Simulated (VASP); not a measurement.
Input of a VASP 6.6.1 run:

Contents of INCAR:

```
ALGO = Normal ; EDIFF = 1E-6
ENCUT = 520 ; ISIF = 2
ISMEAR = 0 ; LASPH = True
LCHARG = False ; LREAL = False
LWAVE = False ; NBANDS = 16
NELM = 100 ; PREC = Accurate
SIGMA = 0.03
```

File KPOINTS:

```
k-points
0
Gamma
  12 12 6
```

File POSCAR:

```
Si
1.0
    3.8313174605      0.0000000000      0.0000000000
   -1.9156587303      3.3180182508      0.0000000000
    0.0000000000      0.0000000000      6.3326220002
Si
4
Direct
    0.3333333333      0.6666666667      0.0630095000
    0.6666666667      0.3333333333      0.5630095000
    0.3333333333      0.6666666667      0.4369905000
    0.6666666667      0.3333333333      0.9369905000
```

Potentials or basis: VASP PAW LDA potentials, release 64 (Si).

Command:

```bash
$ cat potpaw_LDA.64/Si/POTCAR > POTCAR
$ mpirun -np 1 vasp_std > vasp.out
```

Estimate the band gap on the k mesh.

0.31 eV, indirect (least direct gap 0.93 eV).

Predict the pressure.

-2.0 GPa.

Estimate the largest force.

0.013 eV/Å.

Forces on the atoms (eV/Å):
```
Si   0.000  0.000 -0.013
Si   0.000  0.000 -0.013
Si   0.000  0.000  0.013
Si   0.000  0.000  0.013
```

A k mesh can miss the band edges.
